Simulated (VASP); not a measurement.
Crystal: Zr.

```xyz
2
Lattice="3.2320 0.0000 0.0000 -1.6160 2.7990 0.0000 0.0000 0.0000 5.1470" Properties=species:S:1:pos:R:3 pbc="T T T"
Zr    1.6160    0.9330    3.8603
Zr    0.0000    1.8660    1.2868
```

* Program: VASP 6.6.1
* Task: relaxation of cell and atoms
* Functional: BLYP
* Potentials or basis: VASP PAW PBE potentials, release 64 (Zr_sv)
* Cutoff: 600 eV
* k mesh: 9 × 9 × 5
* Occupations: fermi-dirac, width 0.05 eV
* Spin: no spin polarisation

At the start: pressure 3.7 GPa; volume 23.28 Å³/atom.

Question: How do energy, volume and symmetry change on relaxing?

Answer: Over 9 steps the energy falls by 10.8 meV/atom and the volume is 24.20 Å³/atom (+3.9 %); space group P6_3/mmc (No. 194, to 0.1 Å) before and after.

The path:
```csv
step,energy change (eV),largest force (eV/Å),pressure (GPa),volume (Å³)
1,0.0000,0.0000,3.72,46.56
2,-0.0021,0.0000,-3.21,50.30
3,-0.0214,0.0000,-0.06,48.44
4,-0.0214,0.0000,0.01,48.40
5,-0.0216,0.0000,0.03,48.39
6,-0.0217,0.0000,0.04,48.37
7,-0.0217,0.0000,0.04,48.37
8,-0.0217,0.0000,-0.04,48.42
9,-0.0217,0.0000,-0.01,48.40
```

Final structure:
```cif
data_structure
_symmetry_space_group_name_H-M 'P 1'
_symmetry_Int_Tables_number 1
_cell_length_a 3.2644
_cell_length_b 3.2644
_cell_length_c 5.2446
_cell_angle_alpha 90.000
_cell_angle_beta 90.000
_cell_angle_gamma 120.000
_cell_volume 48.40
loop_
_atom_site_label
_atom_site_type_symbol
_atom_site_fract_x
_atom_site_fract_y
_atom_site_fract_z
_atom_site_occupancy
Zr1 Zr 0.66667 0.33333 0.75000 1
Zr2 Zr 0.33333 0.66667 0.25000 1
```

Caveat: the PAW data sets were made with another functional, which shifts forces and pressure a little.
